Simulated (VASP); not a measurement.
Input of a VASP 6.6.1 run:

POSCAR

```
SiO2
1.0
    4.4490898180      0.0000000000      0.0000000000
    0.0000000000      4.4493136969      0.0000000000
    0.0000000000      0.0000000000      2.9917634089
Si O
2 4
Direct
    0.5000000000      0.5000000000      0.5000000000
    0.0000000000      0.0000000000      0.0000000000
    0.3058623572      0.3059582262      0.0000000000
    0.8058623572      0.1940417738      0.5000000000
    0.1941376428      0.8059582262      0.5000000000
    0.6941376428      0.6940417738      0.0000000000
```

Contents of INCAR.step1:

```
PREC = Accurate
ENCUT = 600
ISMEAR = 0
SIGMA = 0.1
LREAL = F
LASPH = T
NELM = 80
GGA = PE
ALGO = Normal
EDIFF = 1E-4
LWAVE = T
LCHARG = F
```

The input INCAR.step2:

```
PREC = Accurate
ENCUT = 600
EDIFF = 1E-7
ISMEAR = 0
SIGMA = 0.1
LREAL = F
LASPH = T
NELM = 80
ALGO = Normal
ISIF = 3
LWAVE = F
LCHARG = F
METAGGA = R2SCAN
LMIXTAU = T
IBRION = 2
NSW = 80
EDIFFG = -0.05
ISTART = 1
```

The input KPOINTS:

```
Automatic mesh
0
Gamma
  4 4 6
```

Potentials or basis: VASP PAW PBE potentials, release 64 (Si, O).

The run is started by

```bash
$ cat potpaw_PBE.64/Si/POTCAR potpaw_PBE.64/O/POTCAR > POTCAR
$ cp INCAR.step1 INCAR
$ mpirun -np 1 vasp_std > vasp.out
$ cp INCAR.step2 INCAR
$ mpirun -np 1 vasp_std > vasp.out
```

What does it give for the band gap on the k mesh?

6.51 eV.

Predict the relaxed volume.

7.78 Å³/atom.

What does it give for the space group after relaxing (to 0.1 Å)?

P4_2/mnm (No. 136).

Final structure:
```yaml
crystal:
  lattice:
    - [4.17766, 0.00000, 0.00000]
    - [0.00000, 4.17790, 0.00000]
    - [0.00000, 0.00000, 2.67413]
  atoms:
    - { symbol: Si, position: [0.50000, 0.50000, 0.50000] }
    - { symbol: Si, position: [0.00000, 0.00000, 0.00000] }
    - { symbol: O, position: [0.30570, 0.30578, 0.00000] }
    - { symbol: O, position: [0.80570, 0.19422, 0.50000] }
    - { symbol: O, position: [0.19430, 0.80578, 0.50000] }
    - { symbol: O, position: [0.69430, 0.69422, 0.00000] }
```

Caveat: the volume moved by over 15 % at a fixed basis, so the end points are rough; the PAW data sets were made with another functional, which shifts forces and pressure a little.
